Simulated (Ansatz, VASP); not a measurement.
# Two plane-wave programs on FeCo

```
CELL_PARAMETERS angstrom
2.84484 0.00000 0.00000
0.00000 2.84484 0.00000
0.00000 0.00000 2.84484
ATOMIC_POSITIONS crystal
Fe 0.50000 0.50000 0.50000
Co 0.00000 0.00000 0.00000
```

Change from the starting cell: species swapped into the ZnAg type (Pm-3m, No. 221).

Alike in both runs: functional PBE; k mesh 20 × 20 × 20; occupations gaussian, width 0.1 eV; collinear spin.

Ansatz relaxed the structure, and its values are those at the end. VASP's run is a single point on that final structure, the one shown.

|  | VASP | Ansatz |
| --- | --- | --- |
| version | VASP 6.6.1 | Ansatz 0.2.0 |
| potentials or method | VASP PAW PBE potentials, release 64 (Fe, Co), cutoff 600 eV | scalar-relativistic, plane waves, PAW |
| valence electrons in the cell | 17 | 33 |

```csv
,VASP,Ansatz,Ansatz less VASP
gap on the k mesh at the Fermi level (eV),none,none,-
pressure (GPa),-0.5,0.0,+0.49
net moment per atom (μB),2.26,2.26,+0.009
size of the moment on the site where the two differ most (μB),1.76,1.83,+0.072
```

Site moments also hang on the region over which each program counts them. A gap of «none» marks a metal or a gap that the smearing closes. The functional is the same, so the differences come from potentials, cutoffs and numerics. VASP's potentials hold 17 valence electrons a cell and Ansatz's 33, so a difference there can come from the potentials and not from the codes.
